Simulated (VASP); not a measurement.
# Re (Fm-3m) in VASP: a series of runs

Runs on Re. Level: PBEsol. Tasks: electric field gradients.

Program: VASP 6.6.1. These are calculated values, not measurements. Logs are shortened: lines on timing, memory, paths and dates and some standing lists are left out, and cuts for length are marked.

## (1) The cell of the first run

Symmetry: Fm-3m, No. 225, cubic system. The conventional cell has a = 3.937 Å, b = 3.937 Å, c = 3.937 Å, α = 90.00°, β = 90.00°, γ = 90.00°. Within 3.7 Å of Re (site symmetry m-3m) lie 12 Re at 2.78 Å.

## (2) Electric field gradients, PBEsol (volume scaled by 0.99)

The input, INCAR:

```
PREC = Accurate ; ENCUT = 520
EDIFF = 1E-8 ; ISMEAR = -1
SIGMA = 0.05 ; LREAL = F
LASPH = T ; NELM = 60
ALGO = Normal ; ISIF = 2
LWAVE = F ; LCHARG = F
GGA = PS ; LEFG = T
NBANDS = 10
```

The input, KPOINTS:

```
Automatic mesh
0
Gamma
  14 14 14
```

The input, POSCAR:

```
Re
1.0
    0.0000000000      1.9683945995      1.9683945995
    1.9683945995      0.0000000000      1.9683945995
    1.9683945995      1.9683945995      0.0000000000
Re
1
Direct
    0.0000000000      0.0000000000      0.0000000000
```

Potentials or basis: VASP PAW PBE potentials, release 64 (Re).

Launch:

```
$ cat potpaw_PBE.64/Re/POTCAR > POTCAR
$ mpirun -np 1 vasp_std > vasp.out
```

OUTCAR:

```text
PREC = Accurate
   ENCUT = 520
   EDIFF = 1E-8
   ISMEAR = -1
   LREAL = F
   LASPH = T
   NELM = 60
   ISIF = 2
   GGA = PS

 ion  position               nearest neighbor table
   1  0.000  0.000  0.000-

  LATTYP: Found a face centered cubic cell.
 ALAT       =     3.9367891990

  Lattice vectors:

 A1 = (   0.0000000000,   1.9683945995,   1.9683945995)
 A2 = (   1.9683945995,   0.0000000000,   1.9683945995)
 A3 = (   1.9683945995,   1.9683945995,   0.0000000000)

Analysis of symmetry for initial positions (statically):
=====================================================================
 Subroutine PRICEL returns:
 Original cell was already a primitive cell.

 Routine SETGRP: Setting up the symmetry group for a
 face centered cubic supercell.

 Subroutine GETGRP returns: Found 48 space group operations
 (whereof 48 operations were pure point group operations)
 out of a pool of 48 trial point group operations.

The static configuration has the point symmetry O_h .

Analysis of symmetry for dynamics (positions and initial velocities):
=====================================================================
 Subroutine PRICEL returns:
 Original cell was already a primitive cell.

 Routine SETGRP: Setting up the symmetry group for a
 face centered cubic supercell.

 Subroutine GETGRP returns: Found 48 space group operations
 (whereof 48 operations were pure point group operations)
 out of a pool of 48 trial point group operations.

The dynamic configuration has the point symmetry O_h .

 Subroutine INISYM returns: Found 48 space group operations
 (whereof 48 operations are pure point group operations),
 and found     1 'primitive' translations

----------------------------------------------------------------------------------------

                                     Primitive cell

  volume of cell :      15.2534

  direct lattice vectors                    reciprocal lattice vectors
     0.000000000  1.968394600  1.968394600    -0.254014109  0.254014109  0.254014109
     1.968394600  0.000000000  1.968394600     0.254014109 -0.254014109  0.254014109
     1.968394600  1.968394600  0.000000000     0.254014109  0.254014109 -0.254014109

  length of vectors
     2.783730339  2.783730339  2.783730339     0.439965342  0.439965342  0.439965342

  position of ions in fractional coordinates (direct lattice)
     0.000000000  0.000000000  0.000000000

  ion indices of the primitive-cell ions
   primitive index   ion index
                 1           1

----------------------------------------------------------------------------------------

 KPOINTS: Automatic mesh

Automatic generation of k-mesh.
 Grid dimensions read from file:
 generate k-points for:   14   14   14

 Generating k-lattice:

  Cartesian coordinates                     Fractional coordinates (reciprocal lattice)
    -0.018143865  0.018143865  0.018143865     0.071428571  0.000000000  0.000000000
     0.018143865 -0.018143865  0.018143865     0.000000000  0.071428571  0.000000000
     0.018143865  0.018143865 -0.018143865     0.000000000  0.000000000  0.071428571

  Length of vectors
     0.031426096  0.031426096  0.031426096

  Shift w.r.t. Gamma in fractional coordinates (k-lattice)
     0.000000000  0.000000000  0.000000000

 Subroutine IBZKPT returns following result:
 ===========================================

 Found    104 irreducible k-points:

 Following reciprocal coordinates:
            Coordinates               Weight
  0.000000  0.000000  0.000000      1.000000
  0.071429  0.000000  0.000000      8.000000
  0.142857  0.000000  0.000000      8.000000
  0.214286  0.000000  0.000000      8.000000
  0.285714  0.000000  0.000000      8.000000
  0.357143  0.000000  0.000000      8.000000
[... 16 lines left out ...]
  0.214286  0.142857  0.000000     24.000000
  0.285714  0.142857  0.000000     24.000000
 [... further k-points ...]
   k-points           NKPTS =    104   k-points in BZ     NKDIM =    104   number of bands    NBANDS=     10
   number of dos      NEDOS =    301   number of ions     NIONS =      1
   total plane-waves  NPLWV =  13824
   dimension x,y,z NGX =    24 NGY =   24 NGZ =   24
   dimension x,y,z NGXF=    48 NGYF=   48 NGZF=   48
   ions per type =               1
   NGX,Y,Z   is equivalent  to a cutoff of  14.33, 14.33, 14.33 a.u.
   NGXF,Y,Z  is equivalent  to a cutoff of  28.67, 28.67, 28.67 a.u.
 SYSTEM =  unknown system
   PREC   = accura    normal or accurate (medium, high low for compatibility)
   ISTART =      0    job   : 0-new  1-cont  2-samecut
   ICHARG =      2    charge: 1-file 2-atom 10-const
   ISPIN  =      1    spin polarized calculation?
   LNONCOLLINEAR =      F non collinear calculations
   LSORBIT =      F    spin-orbit coupling
   LASPH  =      T    aspherical Exc in radial PAW
   ENCUT  =  520.0 eV  38.22 Ry    6.18 a.u.   5.18  5.18  5.18*2*pi/ulx,y,z
   NELM   =     60;   NELMIN=  2; NELMDL= -5     # of ELM steps
   EDIFF  = 0.1E-07   stopping-criterion for ELM
   LREAL  =      F    real-space projection
   EDIFFG = 0.1E-06   stopping-criterion for IOM
   NSW    =      0    number of steps for IOM
   IBRION =     -1    ionic relax: 0-MD 1-quasi-New 2-CG
   NFREE  =      0    steps in history (QN), initial steepest desc. (CG)
   ISIF   =      2    stress and relaxation
   ISYM   =      2    0-nonsym 1-usesym 2-fastsym
   POTIM  = 0.5000    time-step for ionic-motion
   TEBEG  =    0.0;   TEEND  =   0.0 temperature during run
   PSTRESS=    0.0 pullay stress
   NELECT =       7.0000    total number of electrons
   NUPDOWN=      -1.0000    fix difference up-down
   EMIN   =  10.00;   EMAX   =-10.00  energy-range for DOS
   EFERMI =   0.00;   METHOD = LEGACY
   ISMEAR =    -1;   SIGMA  =   0.05  broadening in eV -4-tet -1-fermi 0-gaus
   EFERMI_NEDOS =   21; number of points for ismear=-14 and -15
   IALGO  =     38    algorithm
   IMIX   =      4    mixing-type and parameters
     AMIX     =   0.40;   BMIX     =  1.00
     AMIX_MAG =   1.60;   BMIX_MAG =  1.00
  volume/ion in A,a.u.               =      15.25       102.93
  Fermi-wavevector in a.u.,A,eV,Ry     =   1.262754  2.386259 21.695131  1.594547
  Thomas-Fermi vector in A             =   2.396146
   LORBIT       =      0    0 simple, 1 ext, 2 COOP (PROOUT), +10 PAW based schemes
   GGA     = PS    functional components
   LHFCALC =     F    Hartree Fock is set to
   AEXX    =    0.0000 exact exchange contribution
   IVDW    =     0    specifies the selected vdW correction
   LEPSILON=     F    determine dielectric tensor
   LRPA    =     F    only Hartree local field effects (RPA)
 non-spin polarized calculation
  energy-cutoff  :      520.00
  volume of cell :       15.25
 maximum number of plane-waves:       424
 NGX is ok and might be reduce to    24
   NGX = 11   NGY = 11   NGZ = 11

 number of electron       7.0000000 magnetization

 Free energy of the ion-electron system (eV)
  ---------------------------------------------------
  ext. energy  EPLUGINS =         0.00000000
  ---------------------------------------------------
  free energy    TOTEN  =       -13.26732695 eV

  energy without entropy =      -13.25755111  energy(sigma->0) =      -13.26243903

 E-fermi :   7.5303     XC(G=0): -13.6234

 val. band max:        7.5209694009   @ k =  -0.4286   0.4286   0.0714
 cond. band min:       7.5552665721   @ k =  -0.1429   0.1429   0.0000
 fundamental gap:      0.0342971712
 Fermi energy:         7.5303155320

 k-point     1 :       0.0000    0.0000    0.0000
  band No.  band energies     occupation
      1      -2.3670      2.00000
      2       5.7218      2.00000
      3       5.7218      2.00000
      4       5.7218      2.00000
      5       8.7400      0.00000
      6       8.7400      0.00000
      7      21.4589      0.00000
      8      26.8840      0.00000
      9      26.8840      0.00000
     10      26.8840      0.00000

 k-point     2 :       0.0714    0.0000    0.0000
  band No.  band energies     occupation
      1      -2.1395      2.00000
      2       5.5702      2.00000
      3       5.8272      2.00000
      4       5.8272      2.00000
      5       8.6579      0.00000
      6       8.6579      0.00000
      7      21.8963      0.00000
      8      25.7768      0.00000
      9      27.2962      0.00000
     10      27.2962      0.00000

 k-point     3 :       0.1429    0.0000    0.0000
  band No.  band energies     occupation
      1      -1.4976      2.00000
      2       5.2175      2.00000
      3       6.0697      2.00000
      4       6.0697      2.00000
      5       8.5226      0.00000
      6       8.5226      0.00000
      7      22.9288      0.00000
      8      24.1130      0.00000
      9      28.4702      0.00000
     10      28.4702      0.00000

 k-point     4 :       0.2143    0.0000    0.0000
  band No.  band energies     occupation
      1      -0.5865      2.00000
      2       4.9237      2.00000
      3       6.2098      2.00000
      4       6.2098      2.00000
      5       8.6470      0.00000
      6       8.6470      0.00000
      7      22.0705      0.00000
      8      24.6280      0.00000
      9      30.2355      0.00000
     10      30.2355      0.00000

 k-point     5 :       0.2857    0.0000    0.0000
  band No.  band energies     occupation
      1       0.2852      2.00000
      2       5.0544      2.00000
      3       6.0715      2.00000
      4       6.0715      2.00000
      5       9.2441      0.00000
      6       9.2441      0.00000
      7      20.5883      0.00000
      8      24.5094      0.00000
      9      31.5325      0.00000
     10      31.7244      0.00000

 k-point     6 :       0.3571    0.0000    0.0000
  band No.  band energies     occupation
      1       0.7678      2.00000
      2       5.8098      2.00000
      3       5.8098      2.00000
      4       5.8871      2.00000
      5      10.1012      0.00000
      6      10.1012      0.00000
      7      19.1473      0.00000
      8      22.7535      0.00000
      9      29.6299      0.00000
     10      29.6299      0.00000
[... 183 lines left out ...]
 k-point    21 :      -0.0714    0.0714    0.0000
  band No.  band energies     occupation
      1      -1.7718      2.00000
      2       5.3145      2.00000
      3       5.9788      2.00000
      4       6.0284      2.00000
      5       8.3281      0.00000
      6       8.7752      0.00000
      7      22.5784      0.00000
      8      24.9173      0.00000
      9      27.2275      0.00000
     10      28.3046      0.00000

 k-point    22 :       0.1429    0.1429    0.0000
  band No.  band energies     occupation
      1      -1.2016      2.00000
      2       4.7537      2.00000
      3       6.4497      2.00000
      4       6.4497      2.00000
      5       7.5615      0.69834
      6       9.1283      0.00000
      7      23.6707      0.00000
      8      25.3248      0.00000
      9      27.3800      0.00000
     10      27.3800      0.00000

 k-point    23 :       0.2143    0.1429    0.0000
  band No.  band energies     occupation
      1      -0.4946      2.00000
      2       4.3554      2.00000
      3       6.5312      2.00000
      4       6.7883      2.00000
      5       7.4633      1.58516
      6       9.3467      0.00000
      7      24.2716      0.00000
      8      24.9522      0.00000
      9      27.6681      0.00000
     10      28.1976      0.00000

 k-point    24 :       0.2857    0.1429    0.0000
  band No.  band energies     occupation
      1       0.4082      2.00000
      2       4.1103      2.00000
      3       5.9924      2.00000
      4       6.9070      1.99999
      5       8.3130      0.00000
      6       9.8022      0.00000
      7      22.7159      0.00000
      8      25.8091      0.00000
      9      27.9272      0.00000
     10      28.5417      0.00000

 [... further k-points ...]
[... 5 lines left out ...]
  --------------------------------------------------------------------------------------
  -------------------------------------------------------------------------------------
  Total       -1.5006798     -1.5006798     -1.5006798      0.0000000     -0.0000000      0.0000000
  in kB     -157.6275467   -157.6275467   -157.6275467      0.0000000     -0.0000000      0.0000000
  external PRESSURE =    -157.6275467 kB  Pullay stress =       0.0000000 kB

 VOLUME and BASIS-vectors are now :
 -----------------------------------------------------------------------------
  energy-cutoff  :      520.00
  volume of cell :       15.25
      direct lattice vectors                 reciprocal lattice vectors
     0.000000000  1.968394600  1.968394600    -0.254014109  0.254014109  0.254014109
     1.968394600  0.000000000  1.968394600     0.254014109 -0.254014109  0.254014109
     1.968394600  1.968394600  0.000000000     0.254014109  0.254014109 -0.254014109

 POSITION                                       TOTAL-FORCE (eV/Angst)
 -----------------------------------------------------------------------------------
      0.00000      0.00000      0.00000         0.000000      0.000000      0.000000
 -----------------------------------------------------------------------------------
    total drift:                               -0.000000      0.000000      0.000000

  FREE ENERGIE OF THE ION-ELECTRON SYSTEM (eV)
  ---------------------------------------------------
  free  energy   TOTEN  =       -13.2673269501 eV

  energy  without entropy=      -13.2575511146  energy(sigma->0) =      -13.26243903

 Electric field gradients (V/A^2)
---------------------------------------------------------------------
 ion       V_xx      V_yy      V_zz      V_xy      V_xz      V_yz
---------------------------------------------------------------------
   1      -0.000     0.000    -0.000     0.000     0.000     0.000
---------------------------------------------------------------------

 Electric field gradients after diagonalization (V/A^2)
 (convention: |V_zz| > |V_xx| > |V_yy|)
----------------------------------------------------------------------
 ion       V_xx      V_yy      V_zz     asymmetry (V_yy - V_xx)/ V_zz
----------------------------------------------------------------------
   1      -0.000    -0.000     0.000       0.000
----------------------------------------------------------------------

           NMR quadrupolar parameters

 Cq : quadrupolar parameter    Cq=e*Q*V_zz/h
 eta: asymmetry parameters     (V_yy - V_xx)/ V_zz
 Q  : nuclear electric quadrupole moment in mb (millibarn)
----------------------------------------------------------------------
 ion       Cq(MHz)       eta       Q (mb)
----------------------------------------------------------------------
   1       0.000       0.000       1.000
----------------------------------------------------------------------
```

It took 20 s on 1 thread of Intel Xeon Platinum 8488C (Sapphire Rapids), shared host; peak memory 0.15 GiB.

Results:

| Item | Value |
| --- | --- |
| Free energy | -13.2673 eV |
| Pressure | -15.8 GPa |

Caveat: without QUAD_EFG the Cq values of the log hold for a quadrupole moment of 1 mb, not for the nuclei; the PAW data sets were made with another functional, which shifts forces and pressure a little; spin-orbit coupling is left out, which moves the levels of the heavy elements.

## (3) Electric field gradients, PBEsol (volume scaled by 1.02)

The input, INCAR:

```
SYSTEM = Re
PREC = Accurate ; ENCUT = 520
EDIFF = 1E-8 ; ISMEAR = -1
SIGMA = 0.05 ; LREAL = .FALSE.
LASPH = .TRUE. ; NELM = 100
ALGO = Normal ; ISIF = 2
LWAVE = .FALSE. ; LCHARG = .FALSE.
GGA = PS ; LEFG = .TRUE.
NBANDS = 10
```

The input, KPOINTS:

```
regular mesh
0
G
  14 14 14
  0 0 0
```

The input, POSCAR:

```
Re
1.0
    0.0000000000      1.9880798514      1.9880798514
    1.9880798514      0.0000000000      1.9880798514
    1.9880798514      1.9880798514      0.0000000000
Re
1
Direct
    0.0000000000      0.0000000000      0.0000000000
```

Potentials or basis: VASP PAW PBE potentials, release 64 (Re).

Launch:

```
$ cat potpaw_PBE.64/Re/POTCAR > POTCAR
$ mpirun -np 1 vasp_std > vasp.out
```

OUTCAR:

```text
SYSTEM = Re
   PREC = Accurate
   ENCUT = 520
   EDIFF = 1E-8
   ISMEAR = -1
   LREAL = .FALSE.
   LASPH = .TRUE.
   NELM = 100
   ISIF = 2
   GGA = PS

 ion  position               nearest neighbor table
   1  0.000  0.000  0.000-

  LATTYP: Found a face centered cubic cell.
 ALAT       =     3.9761597028

  Lattice vectors:

 A1 = (   0.0000000000,   1.9880798514,   1.9880798514)
 A2 = (   1.9880798514,   0.0000000000,   1.9880798514)
 A3 = (   1.9880798514,   1.9880798514,   0.0000000000)

[... 516 lines left out ...]
    total drift:                               -0.000000      0.000000      0.000000

  FREE ENERGIE OF THE ION-ELECTRON SYSTEM (eV)
  ---------------------------------------------------
  free  energy   TOTEN  =       -13.2088438343 eV

  energy  without entropy=      -13.1987694193  energy(sigma->0) =      -13.20380663

 Electric field gradients (V/A^2)
---------------------------------------------------------------------
 ion       V_xx      V_yy      V_zz      V_xy      V_xz      V_yz
---------------------------------------------------------------------
   1      -0.000    -0.000    -0.000     0.000     0.000     0.000
---------------------------------------------------------------------

 Electric field gradients after diagonalization (V/A^2)
 (convention: |V_zz| > |V_xx| > |V_yy|)
----------------------------------------------------------------------
 ion       V_xx      V_yy      V_zz     asymmetry (V_yy - V_xx)/ V_zz
----------------------------------------------------------------------
   1      -0.000    -0.000     0.000       0.000
----------------------------------------------------------------------

           NMR quadrupolar parameters

 Cq : quadrupolar parameter    Cq=e*Q*V_zz/h
 eta: asymmetry parameters     (V_yy - V_xx)/ V_zz
 Q  : nuclear electric quadrupole moment in mb (millibarn)
----------------------------------------------------------------------
 ion       Cq(MHz)       eta       Q (mb)
----------------------------------------------------------------------
   1       0.000       0.000       1.000
----------------------------------------------------------------------
```

stdout:

```text
POSCAR found type information on POSCAR Re
 POSCAR found :  1 types and       1 ions
 scaLAPACK will be used
 -----------------------------------------------------------------------------
|                                                                             |
|                                                                             |
|     You enforced a specific xc type in the INCAR file but a different       |
|     I HOPE YOU KNOW WHAT YOU ARE DOING!                                     |
|                                                                             |
 -----------------------------------------------------------------------------

 LDA part: xc-table for (Slater+PW92), standard interpolation
 POSCAR, INCAR and KPOINTS ok, starting setup
 FFT: planning ... GRIDC
 FFT: planning ... GRID_SOFT
 FFT: planning ... GRID
 WAVECAR not read
 entering main loop
ion   1
```

Wall time 21 s (1 thread of Intel Xeon Platinum 8488C (Sapphire Rapids), shared host); peak memory 0.15 GiB.

Results:

* Free energy: -13.2088 eV
* Pressure: -24.8 GPa

Caveat: without QUAD_EFG the Cq values of the log hold for a quadrupole moment of 1 mb, not for the nuclei; the PAW data sets were made with another functional, which shifts forces and pressure a little; spin-orbit coupling is left out, which moves the levels of the heavy elements.

[end of part 1 of 2]
